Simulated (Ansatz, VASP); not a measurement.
As: VASP beside Ansatz

```
As
1.0
     4.55065    0.00000    0.00000
    -2.27533    3.94098    0.00000
     0.00000    0.00000    5.61691
As
4
Direct
  0.66667 0.33333 0.02992
  0.33333 0.66667 0.52992
  0.66667 0.33333 0.47008
  0.33333 0.66667 0.97008
```

Alike in both runs: functional PBEsol; k mesh 6 × 6 × 4; occupations gaussian, width 0.1 eV; no spin polarisation.

Ansatz relaxed the structure, and its values are those at the end. VASP's run is a single point on that final structure, the one shown.

|  | VASP | Ansatz |
| --- | --- | --- |
| version | VASP 6.6.1 | Ansatz 0.2.0 |
| potentials or method | VASP PAW PBE potentials, release 64 (As), cutoff 520 eV | scalar-relativistic, plane waves, PAW |
| valence electrons in the cell | 20 | 60 |

Ansatz gave:

* gap on the k mesh at the Fermi level (eV): none
* pressure (GPa): 0.1
* rms of the force components (eV/Å): 0.001

Q: Which values does VASP return?

A: gap on the k mesh at the Fermi level (eV): none; pressure (GPa): 0.4; rms of the force components (eV/Å): 0.024.

VASP's potentials were made for PBE, not for PBEsol. A gap of «none» marks a metal or a gap that the smearing closes. VASP's potentials hold 20 valence electrons a cell and Ansatz's 60, so a difference there can come from the potentials and not from the codes.
